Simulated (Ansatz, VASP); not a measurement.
# H4C: VASP beside Ansatz

```
C H
1.0
     8.68543    0.00000    0.00000
     0.00000    8.68543    0.00000
     0.00000    0.00000    8.68543
C H
8 32
Direct
  0.15485 0.70887 0.68966
  0.12178 0.19051 0.09625
  0.47149 0.49549 0.53863
  0.62555 0.43556 0.07511
  0.89904 0.35014 0.47582
  0.72603 0.75456 0.75171
  0.02591 0.71480 0.15228
  0.53586 0.90778 0.17858
  0.19191 0.59538 0.73102
  0.09148 0.76888 0.78055
  0.07992 0.69416 0.58926
  0.25640 0.77648 0.65682
  0.04668 0.28987 0.07735
  0.19374 0.17200 0.99442
  0.05156 0.08800 0.11733
  0.19565 0.21214 0.19611
  0.40286 0.39013 0.52551
  0.58901 0.47434 0.49894
  0.47411 0.53015 0.65985
  0.41850 0.58676 0.46982
  0.63845 0.34745 0.16426
  0.57382 0.38405 0.97242
  0.73866 0.48267 0.04581
  0.55105 0.52779 0.11735
  0.00868 0.32107 0.41945
  0.88014 0.27315 0.57348
  0.80476 0.33603 0.39208
  0.90259 0.46964 0.51723
  0.80628 0.83471 0.80822
  0.71279 0.78735 0.63114
  0.61439 0.75995 0.81026
  0.77233 0.63718 0.75910
  0.07983 0.79956 0.22846
  0.97628 0.62196 0.22159
  0.11221 0.66753 0.07329
  0.93466 0.77071 0.08583
  0.54724 0.01908 0.23652
  0.42056 0.86144 0.19921
  0.62213 0.82760 0.22342
  0.55345 0.92328 0.05475
```

Alike in both runs: functional PBE; k mesh 1 × 1 × 1; occupations fermi-dirac, width 0.05 eV; no spin polarisation.

Ansatz relaxed the structure, and its values are those at the end. VASP's run is a single point on that final structure, the one shown.

|  | VASP | Ansatz |
| --- | --- | --- |
| version | VASP 6.6.1 | Ansatz 0.2.0 |
| potentials or method | VASP PAW PBE potentials, release 64 (C, H), cutoff 520 eV | scalar-relativistic, plane waves, PAW |
| valence electrons in the cell | 64 | 64 |

```csv
,VASP,Ansatz,Ansatz less VASP
rms of the force components (eV/Å),0.057,0.057,+0.0004
```
